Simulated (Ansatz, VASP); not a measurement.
## One calculation of HfZrS4, two programs

```
Zr Hf S
1.0
     6.59898   -1.80347    0.00000
     6.59898    1.80347    0.00000
    -2.95727    0.00000    5.50314
Zr Hf S
1 1 4
Direct
  0.50000 0.50000 0.50000
  0.00000 0.00000 0.00000
  0.37540 0.37540 0.04207
  0.87540 0.87540 0.54207
  0.62460 0.62460 0.95793
  0.12460 0.12460 0.45793
```

Alike in both runs: task single point; functional PBE; k mesh 6 × 6 × 6; occupations gaussian, width 0.1 eV; no spin polarisation.

|  | VASP | Ansatz |
| --- | --- | --- |
| version | VASP 6.6.1 | Ansatz 0.2.0 |
| potentials or method | VASP PAW PBE potentials, release 64 (Zr_sv, Hf_pv, S), cutoff 520 eV | scalar-relativistic, plane waves, PAW |
| valence electrons in the cell | 46 | 62 |

```tsv
	VASP	Ansatz	Ansatz less VASP
gap on the k mesh at the Fermi level (eV)	0.85	0.84	-0.014
least direct gap on the mesh (eV)	0.85	0.84	-0.014
pressure (GPa)	3.8	4.1	+0.31
traceless stress, the component that is largest in VASP (GPa)	0.20	0.23	+0.030
rms of the force components (eV/Å)	0.131	0.129	-0.0018
```

Atom by atom the forces differ by 0.022 eV/Å (rms over components). The functional is the same, so the differences come from potentials, cutoffs and numerics. VASP's potentials hold 46 valence electrons a cell and Ansatz's 62, so a difference there can come from the potentials and not from the codes.

Spin-orbit coupling is off throughout.
